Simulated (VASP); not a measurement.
Here is a VASP 6.6.1 calculation.

The input INCAR:

```
PREC = Accurate ; ENCUT = 520
EDIFF = 1E-7 ; ISMEAR = 0
SIGMA = 0.01 ; LREAL = F
LASPH = T ; NELM = 80
ALGO = Normal ; ISIF = 2
LWAVE = F ; LCHARG = F
GGA = PE ; NBANDS = 16
```

KPOINTS

```
Automatic mesh
0
Gamma
  6 6 6
```

File POSCAR:

```
CdS
1.0
    0.0000000000      2.9631963126      2.9631963126
    2.9631963126      0.0000000000      2.9631963126
    2.9631963126      2.9631963126      0.0000000000
Cd S
1 1
Direct
    0.0000000000      0.0000000000      0.0000000000
    0.2500000000      0.2500000000      0.2500000000
```

Potentials or basis: VASP PAW PBE potentials, release 64 (Cd, S).

Command:

```bash
$ cat potpaw_PBE.64/Cd/POTCAR potpaw_PBE.64/S/POTCAR > POTCAR
$ mpirun -np 1 vasp_std > vasp.out
```

**Question.** Estimate the pressure.

**Answer.** 0.3 GPa.

**Question.** Predict the band gap on the k mesh.

**Answer.** 1.04 eV, direct.

A hybrid or GW would open this gap; PBE tends to underestimate it.
